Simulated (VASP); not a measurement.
Pt, 1 atom in the cell. The structure is cubic, space group Fm-3m (No. 225). The conventional cell has a = 3.921 Å, b = 3.921 Å, c = 3.921 Å, α = 90.00°, β = 90.00°, γ = 90.00°. Within 3.7 Å of Pt (site symmetry m-3m) lie 12 Pt at 2.77 Å. 

- Program: VASP 6.6.1
- Task: single point
- Functional: PBEsol
- Potentials or basis: VASP PAW PBE potentials, release 64 (Pt)
- Cutoff: 520 eV
- k mesh: 16 × 16 × 16
- Occupations: fermi-dirac, width 0.15 eV
- Spin: no spin polarisation
- Dipole correction: no
- Further INCAR settings: ALGO = Fast; EDIFF = 1e-06; NBANDS = 11

Potentials or basis: VASP PAW PBE potentials, release 64 (Pt).

Run with:

```console
$ cat potpaw_PBE.64/Pt/POTCAR > POTCAR
$ mpirun -np 1 vasp_std > vasp.out
```

Hardware: 1 thread of Intel(R) Xeon(R) 6975P-C (Granite Rapids), with other jobs on the host.

Task: How long does it take, and how much memory?

Result: Run time: 12 s on 1 thread of Intel(R) Xeon(R) 6975P-C (Granite Rapids) (shared host), peak memory 0.15 GiB. Counts: scf iterations 12, k points 145.
